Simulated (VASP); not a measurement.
# HfO2 (Fm-3m) in VASP: further runs

HfO2 is run at these levels: PBE+D4; tasks: single point.

Everything below comes from runs of VASP 6.6.1. Logs are shortened: lines on timing, memory, paths and dates and some standing lists are left out, and cuts for length are marked.

## (1) The cell of the first run

It takes space group Fm-3m (No. 225, cubic). Conventional cell: a = 5.081 Å, b = 5.081 Å, c = 5.081 Å, α = 90.00°, β = 90.00°, γ = 90.00°. Hf (site symmetry m-3m) has 8 O at 2.20 Å within 2.9 Å. O (site symmetry -43m) has 4 Hf at 2.20 Å and 6 O at 2.54 Å within 2.9 Å.

## (2) Single point, PBE+D4

Input file INCAR:

```
PREC = Accurate ; ENCUT = 520
EDIFF = 1E-6 ; ISMEAR = -1
SIGMA = 0.05 ; LREAL = False
LASPH = True ; NELM = 60
ALGO = Normal ; ISIF = 2
LWAVE = False ; LCHARG = False
GGA = PE ; IVDW = 13
NBANDS = 18
```

Input file KPOINTS:

```
Automatic mesh
0
Gamma
  9 9 9
```

Input file POSCAR:

```
HfO2
1.0
    0.0000000000      2.5403350533      2.5403350533
    2.5403350533      0.0000000000      2.5403350533
    2.5403350533      2.5403350533      0.0000000000
Hf O
1 2
Direct
    0.0000000000      0.0000000000      0.0000000000
    0.7500000000      0.7500000000      0.7500000000
    0.2500000000      0.2500000000      0.2500000000
```

Potentials or basis: VASP PAW PBE potentials, release 64 (Hf_pv, O).

Started as:

```console
cat potpaw_PBE.64/Hf_pv/POTCAR potpaw_PBE.64/O/POTCAR > POTCAR
mpirun -np 1 vasp_std > vasp.out
```

OUTCAR:

```text
PREC = Accurate
   ENCUT = 520
   EDIFF = 1E-6
   ISMEAR = -1
   LREAL = False
   LASPH = True
   NELM = 60
   ISIF = 2
   GGA = PE
   IVDW = 13

 ion  position               nearest neighbor table
   1  0.000  0.000  0.000-   2 2.20   2 2.20   2 2.20   2 2.20   3 2.20   3 2.20   3 2.20   3 2.20

   2  0.750  0.750  0.750-   1 2.20   1 2.20   1 2.20   1 2.20
   3  0.250  0.250  0.250-   1 2.20   1 2.20   1 2.20   1 2.20

  LATTYP: Found a face centered cubic cell.
 ALAT       =     5.0806701066

  Lattice vectors:

 A1 = (   0.0000000000,   2.5403350533,   2.5403350533)
 A2 = (   2.5403350533,   0.0000000000,   2.5403350533)
 A3 = (   2.5403350533,   2.5403350533,   0.0000000000)

Analysis of symmetry for initial positions (statically):
=====================================================================
 Subroutine PRICEL returns:
 Original cell was already a primitive cell.

 Routine SETGRP: Setting up the symmetry group for a
 face centered cubic supercell.

 Subroutine GETGRP returns: Found 48 space group operations
[... 9 lines left out ...]

 Routine SETGRP: Setting up the symmetry group for a
 face centered cubic supercell.

 Subroutine GETGRP returns: Found 48 space group operations
[... 11 lines left out ...]
                                     Primitive cell

  volume of cell :      32.7871

  direct lattice vectors                    reciprocal lattice vectors
     0.000000000  2.540335053  2.540335053    -0.196824430  0.196824430  0.196824430
     2.540335053  0.000000000  2.540335053     0.196824430 -0.196824430  0.196824430
     2.540335053  2.540335053  0.000000000     0.196824430  0.196824430 -0.196824430

  length of vectors
     3.592576285  3.592576285  3.592576285     0.340909914  0.340909914  0.340909914

  position of ions in fractional coordinates (direct lattice)
     0.000000000  0.000000000  0.000000000
     0.750000000  0.750000000  0.750000000
     0.250000000  0.250000000  0.250000000

  ion indices of the primitive-cell ions
   primitive index   ion index
                 1           1
                 2           2
                 3           3

----------------------------------------------------------------------------------------

 KPOINTS: Automatic mesh

Automatic generation of k-mesh.
 Grid dimensions read from file:
 generate k-points for:    9    9    9

 Generating k-lattice:

  Cartesian coordinates                     Fractional coordinates (reciprocal lattice)
    -0.021869381  0.021869381  0.021869381     0.111111111  0.000000000  0.000000000
     0.021869381 -0.021869381  0.021869381     0.000000000  0.111111111  0.000000000
     0.021869381  0.021869381 -0.021869381     0.000000000  0.000000000  0.111111111

  Length of vectors
     0.037878879  0.037878879  0.037878879

  Shift w.r.t. Gamma in fractional coordinates (k-lattice)
     0.000000000  0.000000000  0.000000000

 Subroutine IBZKPT returns following result:
 ===========================================

 Found     35 irreducible k-points:

 Following reciprocal coordinates:
            Coordinates               Weight
  0.000000  0.000000  0.000000      1.000000
  0.111111  0.000000  0.000000      8.000000
  0.222222  0.000000  0.000000      8.000000
  0.333333  0.000000  0.000000      8.000000
  0.444444  0.000000  0.000000      8.000000
  0.111111  0.111111  0.000000      6.000000
[... 16 lines left out ...]
 -0.333333  0.333333  0.000000     12.000000
  0.444444  0.444444  0.000000      6.000000
 [... further k-points ...]
   k-points           NKPTS =     35   k-points in BZ     NKDIM =     35   number of bands    NBANDS=     18
   number of dos      NEDOS =    301   number of ions     NIONS =      3
   total plane-waves  NPLWV =  21952
   dimension x,y,z NGX =    28 NGY =   28 NGZ =   28
   dimension x,y,z NGXF=    56 NGYF=   56 NGZF=   56
   ions per type =               1   2
   NGX,Y,Z   is equivalent  to a cutoff of  12.96, 12.96, 12.96 a.u.
   NGXF,Y,Z  is equivalent  to a cutoff of  25.91, 25.91, 25.91 a.u.
 SYSTEM =  unknown system
   PREC   = accura    normal or accurate (medium, high low for compatibility)
   ISTART =      0    job   : 0-new  1-cont  2-samecut
   ICHARG =      2    charge: 1-file 2-atom 10-const
   ISPIN  =      1    spin polarized calculation?
   LNONCOLLINEAR =      F non collinear calculations
   LSORBIT =      F    spin-orbit coupling
   LASPH  =      T    aspherical Exc in radial PAW
   ENCUT  =  520.0 eV  38.22 Ry    6.18 a.u.   6.68  6.68  6.68*2*pi/ulx,y,z
   NELM   =     60;   NELMIN=  2; NELMDL= -5     # of ELM steps
   EDIFF  = 0.1E-05   stopping-criterion for ELM
   LREAL  =      F    real-space projection
   EDIFFG = 0.1E-04   stopping-criterion for IOM
   NSW    =      0    number of steps for IOM
   IBRION =     -1    ionic relax: 0-MD 1-quasi-New 2-CG
   NFREE  =      0    steps in history (QN), initial steepest desc. (CG)
   ISIF   =      2    stress and relaxation
   ISYM   =      2    0-nonsym 1-usesym 2-fastsym
   POTIM  = 0.5000    time-step for ionic-motion
   TEBEG  =    0.0;   TEEND  =   0.0 temperature during run
   PSTRESS=    0.0 pullay stress
   NELECT =      22.0000    total number of electrons
   NUPDOWN=      -1.0000    fix difference up-down
   EMIN   =  10.00;   EMAX   =-10.00  energy-range for DOS
   EFERMI =   0.00;   METHOD = LEGACY
   ISMEAR =    -1;   SIGMA  =   0.05  broadening in eV -4-tet -1-fermi 0-gaus
   EFERMI_NEDOS =   21; number of points for ismear=-14 and -15
   IALGO  =     38    algorithm
   IMIX   =      4    mixing-type and parameters
     AMIX     =   0.40;   BMIX     =  1.00
     AMIX_MAG =   1.60;   BMIX_MAG =  1.00
  volume/ion in A,a.u.               =      10.93        73.75
  Fermi-wavevector in a.u.,A,eV,Ry     =   1.433226  2.708405 27.948233  2.054137
  Thomas-Fermi vector in A             =   2.552767
   LORBIT       =      0    0 simple, 1 ext, 2 COOP (PROOUT), +10 PAW based schemes
   GGA     = PE    functional components
   LHFCALC =     F    Hartree Fock is set to
   AEXX    =    0.0000 exact exchange contribution
   IVDW    =    13    specifies the selected vdW correction
   LEPSILON=     F    determine dielectric tensor
   LRPA    =     F    only Hartree local field effects (RPA)
 non-spin polarized calculation
  energy-cutoff  :      520.00
  volume of cell :       32.79
 maximum number of plane-waves:       899
   NGX = 13   NGY = 13   NGZ = 13

 number of electron      21.9999991 magnetization

 Free energy of the ion-electron system (eV)
  ---------------------------------------------------
  ext. energy  EPLUGINS =         0.00000000
  ---------------------------------------------------
  free energy    TOTEN  =       -30.24786810 eV

  energy without entropy =      -30.24786810  energy(sigma->0) =      -30.24786810

 E-fermi :   5.2240     XC(G=0): -11.8049

 val. band max:        4.1740643883   @ k =  -0.4444   0.4444   0.0000
 cond. band min:       8.0681666829   @ k =   0.4444   0.4444   0.0000
 fundamental gap:      3.8941022946
 Fermi energy:         5.2239807421

 k-point     1 :       0.0000    0.0000    0.0000
  band No.  band energies     occupation
      1     -25.4912      2.00000
      2     -25.4912      2.00000
      3     -25.4912      2.00000
      4     -14.4679      2.00000
      5     -11.4661      2.00000
      6      -1.0786      2.00000
[... 10 lines left out ...]
     17      14.5679      0.00000
     18      17.6790      0.00000

 k-point     2 :       0.1111    0.0000    0.0000
  band No.  band energies     occupation
      1     -25.5435      2.00000
      2     -25.4969      2.00000
      3     -25.4969      2.00000
      4     -14.3042      2.00000
      5     -11.6008      2.00000
      6      -0.9596      2.00000
[... 10 lines left out ...]
     17      14.3557      0.00000
     18      17.6592      0.00000

 k-point     3 :       0.2222    0.0000    0.0000
  band No.  band energies     occupation
      1     -25.6718      2.00000
      2     -25.5113      2.00000
      3     -25.5113      2.00000
      4     -13.8938      2.00000
      5     -11.8981      2.00000
      6      -0.6514      2.00000
[... 10 lines left out ...]
     17      13.9321      0.00000
     18      17.0556      0.00000

 k-point     4 :       0.3333    0.0000    0.0000
  band No.  band energies     occupation
      1     -25.8111      2.00000
      2     -25.5275      2.00000
      3     -25.5275      2.00000
      4     -13.4647      2.00000
      5     -12.1345      2.00000
      6      -0.2974      2.00000
[... 10 lines left out ...]
     17      13.7487      0.00000
     18      16.3392      0.00000

 k-point     5 :       0.4444    0.0000    0.0000
  band No.  band energies     occupation
      1     -25.8986      2.00000
      2     -25.5381      2.00000
      3     -25.5381      2.00000
      4     -13.2620      2.00000
      5     -12.1760      2.00000
      6      -0.0766      2.00000
[... 10 lines left out ...]
     17      13.5437      0.00000
     18      16.5814      0.00000

 k-point     6 :       0.1111    0.1111    0.0000
  band No.  band energies     occupation
      1     -25.5479      2.00000
      2     -25.5053      2.00000
      3     -25.5053      2.00000
      4     -14.2472      2.00000
      5     -11.6459      2.00000
      6      -0.9456      2.00000
[... 307 lines left out ...]
 k-point    21 :       0.4444    0.3333    0.0000
  band No.  band energies     occupation
      1     -25.8768      2.00000
      2     -25.6166      2.00000
      3     -25.5927      2.00000
      4     -12.6594      2.00000
      5     -12.5708      2.00000
      6      -1.5521      2.00000
[... 10 lines left out ...]
     17      15.2250      0.00000
     18      17.6458      0.00000

 k-point    22 :      -0.4444    0.3333    0.0000
  band No.  band energies     occupation
      1     -25.8628      2.00000
      2     -25.6850      2.00000
      3     -25.5894      2.00000
      4     -12.6836      2.00000
      5     -12.4399      2.00000
      6      -1.5593      2.00000
[... 10 lines left out ...]
     17      16.4227      0.00000
     18      17.6119      0.00000

 k-point    23 :      -0.3333    0.3333    0.0000
  band No.  band energies     occupation
      1     -25.7889      2.00000
      2     -25.7610      2.00000
      3     -25.5725      2.00000
      4     -12.7177      2.00000
      5     -12.4405      2.00000
      6      -1.1498      2.00000
[... 10 lines left out ...]
     17      16.1797      0.00000
     18      17.5353      0.00000

 k-point    24 :       0.4444    0.4444    0.0000
  band No.  band energies     occupation
      1     -25.9225      2.00000
      2     -25.6071      2.00000
      3     -25.6071      2.00000
      4     -12.7027      2.00000
      5     -12.4168      2.00000
      6      -2.0654      2.00000
[... 10 lines left out ...]
     17      16.2111      0.00000
     18      17.6562      0.00000

 [... further k-points ...]

------------------------ aborting loop because EDIFF is reached ----------------------------------------

  DFT-D4 for vdW energy calculation

  Edisp (eV):   -0.58074

  FORCE on cell =-STRESS in cart. coord.  units (eV):
  Direction    XX          YY          ZZ          XY          YZ          ZX
  --------------------------------------------------------------------------------------
  -------------------------------------------------------------------------------------
  Total      -0.92903    -0.92903    -0.92903    -0.00000     0.00000     0.00000
  in kB     -45.39807   -45.39807   -45.39807    -0.00000     0.00000     0.00000
  external pressure =      -45.40 kB  Pullay stress =        0.00 kB

 VOLUME and BASIS-vectors are now :
 -----------------------------------------------------------------------------
  energy-cutoff  :      520.00
  volume of cell :       32.79
      direct lattice vectors                 reciprocal lattice vectors
     0.000000000  2.540335053  2.540335053    -0.196824430  0.196824430  0.196824430
     2.540335053  0.000000000  2.540335053     0.196824430 -0.196824430  0.196824430
     2.540335053  2.540335053  0.000000000     0.196824430  0.196824430 -0.196824430

 POSITION                                       TOTAL-FORCE (eV/Angst)
 -----------------------------------------------------------------------------------
      0.00000      0.00000      0.00000         0.000000     -0.000000      0.000000
      3.81050      3.81050      3.81050        -0.000000     -0.000000     -0.000000
      1.27017      1.27017      1.27017         0.000000      0.000000      0.000000
 -----------------------------------------------------------------------------------
    total drift:                                0.000000      0.000000      0.000000

  FREE ENERGIE OF THE ION-ELECTRON SYSTEM (eV)
  ---------------------------------------------------
  free  energy   TOTEN  =       -30.8286115303 eV

  energy  without entropy=      -30.8286115303  energy(sigma->0) =      -30.82861153
```

It took 47 s on 1 thread of AMD EPYC, shared host; peak memory 0.13 GiB.

Results:

* Free energy: -30.8286 eV
* Pressure: -4.5 GPa
* Band gap on the k mesh: 3.89 eV, indirect (least direct gap 4.01 eV)
* Dispersion energy per atom: -0.194 eV

Levels at points of the mesh, in eV from the valence-band top:
```tsv
k point	band 8	band 9	band 10	band 11	band 12	band 13	band 14	band 15
(0.00, 0.00, 0.00)	-5.25	-0.55	-0.55	-0.55	3.92	3.92	5.84	10.39
```

Caveat: spin-orbit coupling is left out, which moves the levels of the heavy elements.

## (3) Single point, PBE+D4

This run uses another cell than the first one, of 11.15 Å³/atom, 1.020 times its volume.

Input file INCAR:

```
SYSTEM = HfO2
PREC     = Accurate       ! precision mode
ENCUT    = 520            ! plane-wave cutoff, eV
EDIFF    = 1E-7           ! SCF threshold, eV
ISMEAR   = -1             ! smearing method
SIGMA    = 0.05           ! smearing width, eV
LREAL    = .FALSE.        ! projectors in reciprocal space
LASPH    = .TRUE.         ! aspherical terms in the spheres
NELM     = 60             ! most SCF steps
ALGO     = Normal         ! electronic algorithm
ISIF     = 2              ! what is computed and relaxed
LWAVE    = .FALSE.        ! write WAVECAR
LCHARG   = .FALSE.        ! write CHGCAR
GGA      = PE             ! functional
IVDW     = 13             ! dispersion correction
NBANDS   = 18             ! bands
```

Input file KPOINTS:

```
regular mesh
0
G
  9 9 9
  0 0 0
```

Input file POSCAR:

```
HfO2
1.0
    0.0000000000      2.5575000000      2.5575000000
    2.5575000000      0.0000000000      2.5575000000
    2.5575000000      2.5575000000      0.0000000000
Hf O
1 2
Direct
    0.0000000000      0.0000000000      0.0000000000
    0.7500000000      0.7500000000      0.7500000000
    0.2500000000      0.2500000000      0.2500000000
```

Potentials or basis: VASP PAW PBE potentials, release 64 (Hf_pv, O).

Started as:

```console
cat potpaw_PBE.64/Hf_pv/POTCAR potpaw_PBE.64/O/POTCAR > POTCAR
mpirun -np 1 vasp_std > vasp.out
```

Wall time 50 s (1 thread of AMD EPYC, shared host); peak memory 0.14 GiB.

The run converged. Its results:

| Property | Result |
| --- | --- |
| Free energy | -30.8007 eV |
| Pressure | -9.2 GPa |
| Band gap on the k mesh | 3.84 eV, indirect (least direct gap 3.95 eV) |
| Dispersion energy per atom | -0.189 eV |

Levels at points of the mesh, in eV from the valence-band top:
```csv
k point,band 7,band 8,band 9,band 10,band 11,band 12,band 13,band 14,band 15,band 16
"(0.00, 0.00, 0.00)",-5.13,-5.13,-0.54,-0.54,-0.54,3.86,3.86,5.67,10.14,10.14
```

Caveat: spin-orbit coupling is left out, which moves the levels of the heavy elements. A k mesh can miss the band edges.
